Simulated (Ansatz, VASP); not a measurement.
OsI: VASP beside Ansatz

```
CELL_PARAMETERS angstrom
3.38529 0.00000 0.00000
0.00000 3.38529 0.00000
0.00000 0.00000 3.38529
ATOMIC_POSITIONS crystal
Os 0.50000 0.50000 0.50000
I 0.00000 0.00000 0.00000
```

Change from the starting cell: species swapped into the NdTl type (Pm-3m, No. 221).

Alike in both runs: functional PBE; k mesh 16 × 16 × 16; occupations gaussian, width 0.1 eV; collinear spin.

Ansatz relaxed the structure, and its values are those at the end. VASP's run is a single point on that final structure, the one shown.

|  | VASP | Ansatz |
| --- | --- | --- |
| version | VASP 6.6.1 | Ansatz 0.2.0 |
| potentials or method | VASP PAW PBE potentials, release 64 (Os, I), cutoff 520 eV | scalar-relativistic, plane waves, PAW |
| valence electrons in the cell | 15 | 33 |

|  | VASP | Ansatz | Ansatz less VASP |
| --- | --- | --- | --- |
| gap on the k mesh at the Fermi level (eV) | none | none | - |
| pressure (GPa) | -0.1 | 0.0 | +0.07 |
| net moment per atom (μB) | 0.26 | 0.26 | 0.000 |
| size of the moment on the site where the two differ most (μB) | 0.52 | 0.49 | -0.023 |

Site moments also hang on the region over which each program counts them. A gap of «none» marks a metal or a gap that the smearing closes. The functional is the same, so the differences come from potentials, cutoffs and numerics. VASP's potentials hold 15 valence electrons a cell and Ansatz's 33, so a difference there can come from the potentials and not from the codes.

Spin-orbit coupling is off throughout.
